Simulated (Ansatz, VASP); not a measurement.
# NiO in VASP and in Ansatz

The input INCAR:

```
PREC     = Accurate       # precision mode
ENCUT    = 520            # plane-wave cutoff, eV
EDIFF    = 1E-7           # SCF threshold, eV
ISMEAR   = -1             # smearing method
SIGMA    = 0.05           # smearing width, eV
LREAL    = F              # projectors in reciprocal space
LASPH    = T              # aspherical terms in the spheres
NELM     = 150            # most SCF steps
ALGO     = Normal         # electronic algorithm
ISIF     = 2              # what is computed and relaxed
LWAVE    = F              # write WAVECAR
LCHARG   = F              # write CHGCAR
ISPIN    = 2              # spin polarisation
MAGMOM   = 1 0            # initial moments
LORBIT   = 11             # projections on sites
LMAXMIX  = 4              # l up to which the mixer works
GGA      = PE             # functional
NBANDS   = 19             # bands
```

KPOINTS

```
regular mesh
0
Gamma
  17 17 17
```

POSCAR

```
NiO
1.0
    0.0000000000      2.0931687937      2.0931687937
    2.0931687937      0.0000000000      2.0931687937
    2.0931687937      2.0931687937      0.0000000000
Ni O
1 1
Direct
    0.0000000000      0.0000000000      0.0000000000
    0.5000000000      0.5000000000      0.5000000000
```

Input for Ansatz:

```yaml
crystal:
  lattice:
    - [0.0, 2.0931687937, 2.0931687937]
    - [2.0931687937, 0.0, 2.0931687937]
    - [2.0931687937, 2.0931687937, 0.0]
  atoms:
    - { symbol: Ni, position: [0.0, 0.0, 0.0], spin: 1.0 }
    - { symbol: O, position: [0.5, 0.5, 0.5] }
magnetization:
  spin_polarized: true
hamiltonian:
  xc: pbe
  pseudopotentials:
    kind: all_electron
    lapw: { muffin_tin_radii: { O: 0.82, Ni: 1.095 } }
kpoints:
  mp_grid: { grid: [17, 17, 17] }
scf:
  occupations: { method: fermi_dirac, width: 0.05 }
  convergence: { dr2_threshold: 1.0e-09 }
output:
  eigenvalues: true
  stress: true
basis:
  ecutwfc: 400
```

Alike in both runs: task single point; functional PBE; k mesh 17 × 17 × 17; occupations fermi-dirac, width 0.05 eV; collinear spin.

|  | VASP | Ansatz |
| --- | --- | --- |
| version | VASP 6.6.1 | Ansatz 0.2.0 |
| potentials or method | VASP PAW PBE potentials, release 64 (Ni, O), cutoff 520 eV | all-electron LAPW, scalar-relativistic |

```csv
,VASP,Ansatz,Ansatz less VASP
gap on the k mesh at the Fermi level (eV),none,none,-
pressure (GPa),3.3,4.2,+0.88
net moment per atom (μB),0.85,0.89,+0.040
size of the moment on the site where the two differ most (μB),1.41,1.48,+0.071
```

Site moments also hang on the region over which each program counts them. A gap of «none» marks a metal or a gap that the smearing closes. Ansatz ran all-electron here, and VASP with PAW potentials.
